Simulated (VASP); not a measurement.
# BaF2 (Fm-3m) in VASP: a series of runs

BaF2 is run at these levels: LDA; tasks: electric field gradients.

Everything below comes from runs of VASP 6.6.1. Logs are shortened: lines on timing, memory, paths and dates and some standing lists are left out, and cuts for length are marked.

**1. The cell of the first run**

Symmetry: Fm-3m, No. 225, cubic system. Conventional cell: a = 6.158 Å, b = 6.158 Å, c = 6.158 Å, α = 90.00°, β = 90.00°, γ = 90.00°. Within 3.5 Å of Ba (site symmetry m-3m) lie 8 F at 2.67 Å. Within 3.5 Å of F (site symmetry -43m) lie 4 Ba at 2.67 Å and 6 F at 3.08 Å.

**2. Electric field gradients, LDA (volume scaled by 0.98)**

The input, INCAR:

```
PREC = Accurate
ENCUT = 520
EDIFF = 1E-8
ISMEAR = -1
SIGMA = 0.01
LREAL = False
LASPH = True
NELM = 120
ALGO = Normal
ISIF = 2
LWAVE = False
LCHARG = False
GGA = CA
LEFG = True
NBANDS = 19
GGA_COMPAT = False
```

The input, KPOINTS:

```
Automatic mesh
0
Gamma
  8 8 8
```

The input, POSCAR:

```
BaF2
1.0
    0.0000000000      3.0792436684      3.0792436684
    3.0792436684      0.0000000000      3.0792436684
    3.0792436684      3.0792436684      0.0000000000
Ba F
1 2
Direct
    0.0000000000      0.0000000000      0.0000000000
    0.2500000000      0.2500000000      0.2500000000
    0.7500000000      0.7500000000      0.7500000000
```

Potentials or basis: VASP PAW LDA potentials, release 64 (Ba_sv, F).

Launch:

```
$ cat potpaw_LDA.64/Ba_sv/POTCAR potpaw_LDA.64/F/POTCAR > POTCAR
$ mpirun -np 1 vasp_std > vasp.out
```

OUTCAR:

```text
PREC = Accurate
   ENCUT = 520
   EDIFF = 1E-8
   ISMEAR = -1
   LREAL = False
   LASPH = True
   NELM = 120
   ISIF = 2
   GGA = CA

 ion  position               nearest neighbor table
   1  0.000  0.000  0.000-   3 2.67   3 2.67   3 2.67   2 2.67   3 2.67   2 2.67   2 2.67   2 2.67

   2  0.250  0.250  0.250-   1 2.67   1 2.67   1 2.67   1 2.67
   3  0.750  0.750  0.750-   1 2.67   1 2.67   1 2.67   1 2.67

  LATTYP: Found a face centered cubic cell.
 ALAT       =     6.1584873368

  Lattice vectors:

 A1 = (   0.0000000000,   3.0792436684,   3.0792436684)
 A2 = (   3.0792436684,   0.0000000000,   3.0792436684)
 A3 = (   3.0792436684,   3.0792436684,   0.0000000000)

Analysis of symmetry for initial positions (statically):
=====================================================================
 Subroutine PRICEL returns:
 Original cell was already a primitive cell.

 Routine SETGRP: Setting up the symmetry group for a
 face centered cubic supercell.

 Subroutine GETGRP returns: Found 48 space group operations
 (whereof 48 operations were pure point group operations)
 out of a pool of 48 trial point group operations.

The static configuration has the point symmetry O_h .

Analysis of symmetry for dynamics (positions and initial velocities):
=====================================================================
 Subroutine PRICEL returns:
 Original cell was already a primitive cell.

 Routine SETGRP: Setting up the symmetry group for a
 face centered cubic supercell.

 Subroutine GETGRP returns: Found 48 space group operations
 (whereof 48 operations were pure point group operations)
 out of a pool of 48 trial point group operations.

The dynamic configuration has the point symmetry O_h .

 Subroutine INISYM returns: Found 48 space group operations
 (whereof 48 operations are pure point group operations),
 and found     1 'primitive' translations

----------------------------------------------------------------------------------------

                                     Primitive cell

  volume of cell :      58.3932

  direct lattice vectors                    reciprocal lattice vectors
     0.000000000  3.079243668  3.079243668    -0.162377536  0.162377536  0.162377536
     3.079243668  0.000000000  3.079243668     0.162377536 -0.162377536  0.162377536
     3.079243668  3.079243668  0.000000000     0.162377536  0.162377536 -0.162377536

  length of vectors
     4.354708158  4.354708158  4.354708158     0.281246143  0.281246143  0.281246143

  position of ions in fractional coordinates (direct lattice)
     0.000000000  0.000000000  0.000000000
     0.250000000  0.250000000  0.250000000
     0.750000000  0.750000000  0.750000000

  ion indices of the primitive-cell ions
   primitive index   ion index
                 1           1
                 2           2
                 3           3

----------------------------------------------------------------------------------------

 KPOINTS: Automatic mesh

Automatic generation of k-mesh.
 Grid dimensions read from file:
 generate k-points for:    8    8    8

 Generating k-lattice:

  Cartesian coordinates                     Fractional coordinates (reciprocal lattice)
    -0.020297192  0.020297192  0.020297192     0.125000000  0.000000000  0.000000000
     0.020297192 -0.020297192  0.020297192     0.000000000  0.125000000  0.000000000
     0.020297192  0.020297192 -0.020297192     0.000000000  0.000000000  0.125000000

  Length of vectors
     0.035155768  0.035155768  0.035155768

  Shift w.r.t. Gamma in fractional coordinates (k-lattice)
     0.000000000  0.000000000  0.000000000

 Subroutine IBZKPT returns following result:
 ===========================================

 Found     29 irreducible k-points:

 Following reciprocal coordinates:
            Coordinates               Weight
  0.000000  0.000000  0.000000      1.000000
  0.125000  0.000000  0.000000      8.000000
  0.250000  0.000000  0.000000      8.000000
  0.375000  0.000000  0.000000      8.000000
  0.500000  0.000000  0.000000      4.000000
  0.125000  0.125000  0.000000      6.000000
[... 16 lines left out ...]
  0.500000  0.250000  0.125000     48.000000
 -0.375000  0.250000  0.125000     24.000000
 [... further k-points ...]
   k-points           NKPTS =     29   k-points in BZ     NKDIM =     29   number of bands    NBANDS=     19
   number of dos      NEDOS =    301   number of ions     NIONS =      3
   total plane-waves  NPLWV =  32768
   dimension x,y,z NGX =    32 NGY =   32 NGZ =   32
   dimension x,y,z NGXF=    64 NGYF=   64 NGZF=   64
   ions per type =               1   2
   NGX,Y,Z   is equivalent  to a cutoff of  12.22, 12.22, 12.22 a.u.
   NGXF,Y,Z  is equivalent  to a cutoff of  24.43, 24.43, 24.43 a.u.
 SYSTEM =  unknown system
   PREC   = accura    normal or accurate (medium, high low for compatibility)
   ISTART =      0    job   : 0-new  1-cont  2-samecut
   ICHARG =      2    charge: 1-file 2-atom 10-const
   ISPIN  =      1    spin polarized calculation?
   LNONCOLLINEAR =      F non collinear calculations
   LSORBIT =      F    spin-orbit coupling
   LASPH  =      T    aspherical Exc in radial PAW
   ENCUT  =  520.0 eV  38.22 Ry    6.18 a.u.   8.10  8.10  8.10*2*pi/ulx,y,z
   NELM   =    120;   NELMIN=  2; NELMDL= -5     # of ELM steps
   EDIFF  = 0.1E-07   stopping-criterion for ELM
   LREAL  =      F    real-space projection
   EDIFFG = 0.1E-06   stopping-criterion for IOM
   NSW    =      0    number of steps for IOM
   IBRION =     -1    ionic relax: 0-MD 1-quasi-New 2-CG
   NFREE  =      0    steps in history (QN), initial steepest desc. (CG)
   ISIF   =      2    stress and relaxation
   ISYM   =      2    0-nonsym 1-usesym 2-fastsym
   POTIM  = 0.5000    time-step for ionic-motion
   TEBEG  =    0.0;   TEEND  =   0.0 temperature during run
   PSTRESS=    0.0 pullay stress
   NELECT =      24.0000    total number of electrons
   NUPDOWN=      -1.0000    fix difference up-down
   EMIN   =  10.00;   EMAX   =-10.00  energy-range for DOS
   EFERMI =   0.00;   METHOD = LEGACY
   ISMEAR =    -1;   SIGMA  =   0.01  broadening in eV -4-tet -1-fermi 0-gaus
   EFERMI_NEDOS =   21; number of points for ismear=-14 and -15
   IALGO  =     38    algorithm
   IMIX   =      4    mixing-type and parameters
     AMIX     =   0.40;   BMIX     =  1.00
     AMIX_MAG =   1.60;   BMIX_MAG =  1.00
  volume/ion in A,a.u.               =      19.46       131.35
  Fermi-wavevector in a.u.,A,eV,Ry     =   1.217189  2.300153 20.157684  1.481548
  Thomas-Fermi vector in A             =   2.352517
   LORBIT       =      0    0 simple, 1 ext, 2 COOP (PROOUT), +10 PAW based schemes
   GGA     = CA    functional components
   LHFCALC =     F    Hartree Fock is set to
   AEXX    =    0.0000 exact exchange contribution
   IVDW    =     0    specifies the selected vdW correction
   LEPSILON=     F    determine dielectric tensor
   LRPA    =     F    only Hartree local field effects (RPA)
 non-spin polarized calculation
  energy-cutoff  :      520.00
  volume of cell :       58.39
 maximum number of plane-waves:      1591
   NGX = 17   NGY = 17   NGZ = 17

 number of electron      23.9999980 magnetization

 Free energy of the ion-electron system (eV)
  ---------------------------------------------------
  ext. energy  EPLUGINS =         0.00000000
  ---------------------------------------------------
  free energy    TOTEN  =       -18.61484783 eV

  energy without entropy =      -18.61484783  energy(sigma->0) =      -18.61484783

 E-fermi :  -2.1195     XC(G=0):  -9.4271

 val. band max:       -2.3750237875   @ k =  -0.2500   0.2500   0.0000
 cond. band min:       4.0922145648   @ k =   0.0000   0.0000   0.0000
 fundamental gap:      6.4672383523
 Fermi energy:        -2.1195248780

 k-point     1 :       0.0000    0.0000    0.0000
  band No.  band energies     occupation
      1     -25.2499      2.00000
      2     -20.9099      2.00000
      3     -20.8505      2.00000
      4     -10.0879      2.00000
      5     -10.0879      2.00000
      6     -10.0879      2.00000
[... 11 lines left out ...]
     18       9.1001      0.00000
     19      12.8148      0.00000

 k-point     2 :       0.1250    0.0000    0.0000
  band No.  band energies     occupation
      1     -25.2171      2.00000
      2     -20.9266      2.00000
      3     -20.8929      2.00000
      4     -10.1209      2.00000
      5     -10.1164      2.00000
      6     -10.1164      2.00000
[... 11 lines left out ...]
     18       9.1149      0.00000
     19      12.1394      0.00000

 k-point     3 :       0.2500    0.0000    0.0000
  band No.  band energies     occupation
      1     -25.1345      2.00000
      2     -21.0187      2.00000
      3     -20.9494      2.00000
      4     -10.1909      2.00000
      5     -10.1832      2.00000
      6     -10.1832      2.00000
[... 11 lines left out ...]
     18       9.1690      0.00000
     19      11.1558      0.00000

 k-point     4 :       0.3750    0.0000    0.0000
  band No.  band energies     occupation
      1     -25.0470      2.00000
      2     -21.1388      2.00000
      3     -20.9835      2.00000
      4     -10.2493      2.00000
      5     -10.2471      2.00000
      6     -10.2471      2.00000
[... 11 lines left out ...]
     18       9.2591      0.00000
     19      11.0854      0.00000

 k-point     5 :       0.5000    0.0000    0.0000
  band No.  band energies     occupation
      1     -25.0091      2.00000
      2     -21.1907      2.00000
      3     -20.9968      2.00000
      4     -10.2727      2.00000
      5     -10.2727      2.00000
      6     -10.2706      2.00000
[... 11 lines left out ...]
     18       9.3114      0.00000
     19      11.5350      0.00000
[... 334 lines left out ...]
      2     -21.2770      2.00000
      3     -21.0512      2.00000
      4     -10.5435      2.00000
      5     -10.5435      2.00000
      6      -9.8896      2.00000
[... 11 lines left out ...]
     18      10.4139      0.00000
     19      12.4514      0.00000

 k-point    22 :       0.3750    0.2500    0.1250
  band No.  band energies     occupation
      1     -25.0706      2.00000
      2     -21.0716      2.00000
      3     -21.0088      2.00000
      4     -10.3174      2.00000
      5     -10.3050      2.00000
      6     -10.0810      2.00000
[... 11 lines left out ...]
     18       9.5212      0.00000
     19      11.8104      0.00000

 k-point    23 :       0.5000    0.2500    0.1250
  band No.  band energies     occupation
      1     -24.9982      2.00000
      2     -21.1461      2.00000
      3     -21.0602      2.00000
      4     -10.3929      2.00000
      5     -10.3059      2.00000
      6     -10.1535      2.00000
[... 11 lines left out ...]
     18       9.9459      0.00000
     19      11.5510      0.00000

 k-point    24 :      -0.3750    0.2500    0.1250
  band No.  band energies     occupation
      1     -24.9671      2.00000
      2     -21.1786      2.00000
      3     -21.0810      2.00000
      4     -10.4230      2.00000
      5     -10.2451      2.00000
      6     -10.2439      2.00000
[... 11 lines left out ...]
     18      10.1599      0.00000
     19      11.5003      0.00000

 [... further k-points ...]

------------------------ aborting loop because EDIFF is reached ----------------------------------------

  FORCE on cell =-STRESS in cart. coord.  units (eV):
  Direction    XX          YY          ZZ          XY          YZ          ZX
  --------------------------------------------------------------------------------------
  -------------------------------------------------------------------------------------
  Total       -0.8070019     -0.8070019     -0.8070019      0.0000000     -0.0000000      0.0000000
  in kB      -22.1423112    -22.1423112    -22.1423112      0.0000000     -0.0000000      0.0000000
  external PRESSURE =     -22.1423112 kB  Pullay stress =       0.0000000 kB

 VOLUME and BASIS-vectors are now :
 -----------------------------------------------------------------------------
  energy-cutoff  :      520.00
  volume of cell :       58.39
      direct lattice vectors                 reciprocal lattice vectors
     0.000000000  3.079243668  3.079243668    -0.162377536  0.162377536  0.162377536
     3.079243668  0.000000000  3.079243668     0.162377536 -0.162377536  0.162377536
     3.079243668  3.079243668  0.000000000     0.162377536  0.162377536 -0.162377536

 POSITION                                       TOTAL-FORCE (eV/Angst)
 -----------------------------------------------------------------------------------
      0.00000      0.00000      0.00000         0.000000      0.000000      0.000000
      1.53962      1.53962      1.53962         0.000000      0.000000     -0.000000
      4.61887      4.61887      4.61887        -0.000000     -0.000000      0.000000
 -----------------------------------------------------------------------------------
    total drift:                               -0.000000     -0.000000      0.000000

  FREE ENERGIE OF THE ION-ELECTRON SYSTEM (eV)
  ---------------------------------------------------
  free  energy   TOTEN  =       -18.6148478336 eV

  energy  without entropy=      -18.6148478336  energy(sigma->0) =      -18.61484783

 Electric field gradients (V/A^2)
---------------------------------------------------------------------
 ion       V_xx      V_yy      V_zz      V_xy      V_xz      V_yz
---------------------------------------------------------------------
   1       0.000    -0.000    -0.000     0.000     0.000     0.000
   2       0.000    -0.000     0.000     0.009     0.009     0.009
   3      -0.000    -0.000     0.000     0.009     0.009     0.009
---------------------------------------------------------------------

 Electric field gradients after diagonalization (V/A^2)
 (convention: |V_zz| > |V_xx| > |V_yy|)
----------------------------------------------------------------------
 ion       V_xx      V_yy      V_zz     asymmetry (V_yy - V_xx)/ V_zz
----------------------------------------------------------------------
   1      -0.000    -0.000     0.000       0.000
   2      -0.009    -0.009     0.017       0.000
   3      -0.009    -0.009     0.017       0.000
----------------------------------------------------------------------

           NMR quadrupolar parameters

 Cq : quadrupolar parameter    Cq=e*Q*V_zz/h
 eta: asymmetry parameters     (V_yy - V_xx)/ V_zz
 Q  : nuclear electric quadrupole moment in mb (millibarn)
----------------------------------------------------------------------
 ion       Cq(MHz)       eta       Q (mb)
----------------------------------------------------------------------
   1       0.000       0.000       1.000
   2       0.000       0.000       1.000
   3       0.000       0.000       1.000
----------------------------------------------------------------------
```

Wall time 20 s (1 thread of Intel Xeon Platinum 8259CL at 2.50GHz (Skylake/Cascade Lake), shared host); peak memory 0.17 GiB.

Results:

- Free energy: -18.6148 eV
- Pressure: -2.2 GPa
- Band gap on the k mesh: 6.47 eV, indirect (least direct gap 6.57 eV)

Levels at points of the mesh, in eV from the valence-band top:
```
           k point  band 8  band 9  band 10  band 11  band 12  band 13  band 14  band 15  band 16  band 17
(0.00, 0.00, 0.00)   -1.62   -1.62    -0.10    -0.10    -0.10     6.47     9.14     9.14    11.48    11.48
(0.50, 0.00, 0.00)   -1.19   -0.73    -0.37    -0.17    -0.17     9.06     9.13     9.13     9.44    11.69
(0.50, 0.50, 0.00)   -0.41   -0.41    -0.32    -0.32    -0.16     7.02     8.98    10.76    12.10    12.10
```

Caveat: without QUAD_EFG the Cq values of the log hold for a quadrupole moment of 1 mb, not for the nuclei; spin-orbit coupling is left out, which moves the levels of the heavy elements.

(Continued in part 2 of 2.)
